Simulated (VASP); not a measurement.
Here is a VASP 6.6.1 calculation.

File POSCAR:

```
NaI
1.0
    0.0000000000      3.2578337372      3.2578337372
    3.2578337372      0.0000000000      3.2578337372
    3.2578337372      3.2578337372      0.0000000000
I Na
1 1
Direct
    0.5000000000      0.5000000000      0.5000000000
    0.0000000000      0.0000000000      0.0000000000
```

The input INCAR.step1:

```
SYSTEM = NaI
PREC     = Accurate       ! precision mode
ENCUT    = 520            ! plane-wave cutoff, eV
EDIFF    = 1E-5           ! SCF threshold, eV
ISMEAR   = -1             ! smearing method
SIGMA    = 0.05           ! smearing width, eV
LREAL    = .FALSE.        ! projectors in reciprocal space
LASPH    = .TRUE.         ! aspherical terms in the spheres
NELM     = 100            ! most SCF steps
ALGO     = Normal         ! electronic algorithm
ISIF     = 2              ! what is computed and relaxed
LWAVE    = .TRUE.         ! write WAVECAR
LCHARG   = .FALSE.        ! write CHGCAR
NBANDS   = 14             ! bands
GGA      = PE             ! functional
```

Contents of INCAR.step2:

```
SYSTEM = NaI
PREC     = Accurate       ! precision mode
ENCUT    = 520            ! plane-wave cutoff, eV
EDIFF    = 1E-6           ! SCF threshold, eV
ISMEAR   = -1             ! smearing method
SIGMA    = 0.05           ! smearing width, eV
LREAL    = .FALSE.        ! projectors in reciprocal space
LASPH    = .TRUE.         ! aspherical terms in the spheres
NELM     = 100            ! most SCF steps
ALGO     = Normal         ! electronic algorithm
ISIF     = 2              ! what is computed and relaxed
LWAVE    = .FALSE.        ! write WAVECAR
LCHARG   = .FALSE.        ! write CHGCAR
GGA      = PE             ! functional
LHFCALC  = .TRUE.         ! exact exchange
AEXX     = 0.25           ! exact-exchange fraction
PRECFOCK = Normal       
NBANDS   = 14             ! bands
ISTART   = 1
```

File KPOINTS:

```
regular mesh
0
G
  4 4 4
  0 0 0
```

Potentials or basis: VASP PAW PBE potentials, release 64 (I, Na_pv).

The run is started by

```bash
$ cat potpaw_PBE.64/I/POTCAR potpaw_PBE.64/Na_pv/POTCAR > POTCAR
$ cp INCAR.step1 INCAR
$ mpirun -np 1 vasp_std > vasp.out
$ cp INCAR.step2 INCAR
$ mpirun -np 1 vasp_std > vasp.out
```

What does it give for the pressure?

-0.2 GPa.

Estimate the band gap on the k mesh.

5.30 eV, direct.

Caveat: the PAW data sets were made with another functional, which shifts forces and pressure a little; spin-orbit coupling is left out, which moves the levels of the heavy elements.
